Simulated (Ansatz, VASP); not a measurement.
# CdF2: VASP beside Ansatz

```xyz
6
Lattice="3.6533 0.0000 0.0000 -1.8266 3.1638 0.0000 0.0000 0.0000 7.1760" Properties=species:S:1:pos:R:3 pbc="T T T"
Cd    1.8266    1.0546    4.7662
Cd    0.0000    2.1092    1.1782
F     0.0000    0.0000    5.5733
F     0.0000    2.1092    3.7701
F     1.8266    1.0546    0.1821
F     0.0000    0.0000    1.9853
```

Alike in both runs: functional PBE; dispersion D3(BJ); k mesh 6 × 6 × 4; occupations gaussian, width 0.1 eV; no spin polarisation.

Ansatz relaxed the structure, and its values are those at the end. VASP's run is a single point on that final structure, the one shown.

|  | VASP | Ansatz |
| --- | --- | --- |
| version | VASP 6.6.1 | Ansatz 0.2.0 |
| potentials or method | VASP PAW PBE potentials, release 64 (Cd_sv_GW, F), cutoff 600 eV | scalar-relativistic, plane waves, PAW |
| valence electrons in the cell | 68 | 68 |

|  | VASP | Ansatz | Ansatz less VASP |
| --- | --- | --- | --- |
| gap on the k mesh at the Fermi level (eV) | 2.84 | 2.85 | +0.014 |
| least direct gap on the mesh (eV) | 2.96 | 2.97 | +0.012 |
| pressure (GPa) | -0.7 | 0.0 | +0.70 |
| rms of the force components (eV/Å) | 0.006 | 0.007 | +0.0012 |
